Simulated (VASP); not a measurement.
A run of VASP 6.6.1 is set up as follows.

The input POSCAR:

```
CdF2
1.0
    0.0000000000      2.6955961400      2.6955961400
    2.6955961400      0.0000000000      2.6955961400
    2.6955961400      2.6955961400      0.0000000000
Cd F
1 2
Direct
    0.0000000000      0.0000000000      0.0000000000
    0.2500000000      0.2500000000      0.2500000000
    0.7500000000      0.7500000000      0.7500000000
```

INCAR.step1

```
SYSTEM = CdF2
PREC = Accurate
ENCUT = 520
ISMEAR = -1
SIGMA = 0.02
LREAL = .False.
LASPH = .True.
NELM = 80
NBANDS = 20
GGA = PE
ALGO = Normal
EDIFF = 1E-4
LWAVE = .True.
LCHARG = .False.
```

The input INCAR.step2:

```
SYSTEM = CdF2
PREC = Accurate
ENCUT = 520
EDIFF = 1E-7
ISMEAR = -1
SIGMA = 0.02
LREAL = .False.
LASPH = .True.
NELM = 80
ALGO = Normal
ISIF = 2
LWAVE = .False.
LCHARG = .True.
METAGGA = R2SCAN
LMIXTAU = .True.
LELF = .True.
LVHAR = .True.
NBANDS = 20
ISTART = 1
```

Contents of KPOINTS:

```
regular mesh
0
Gamma
  10 10 10
  0 0 0
```

Potentials or basis: VASP PAW PBE potentials, release 64 (Cd, F).

Command:

```console
$ cat potpaw_PBE.64/Cd/POTCAR potpaw_PBE.64/F/POTCAR > POTCAR
$ cp INCAR.step1 INCAR
$ mpirun -np 1 vasp_std > vasp.out
$ cp INCAR.step2 INCAR
$ mpirun -np 1 vasp_std > vasp.out
```

Task: Predict the band gap on the k mesh.

Result: 3.75 eV (least direct gap 4.25 eV).

Task: What does it give for the pressure?

Result: 0.8 GPa.

Caveat: the PAW data sets were made with another functional, which shifts forces and pressure a little. A k mesh can miss the band edges.
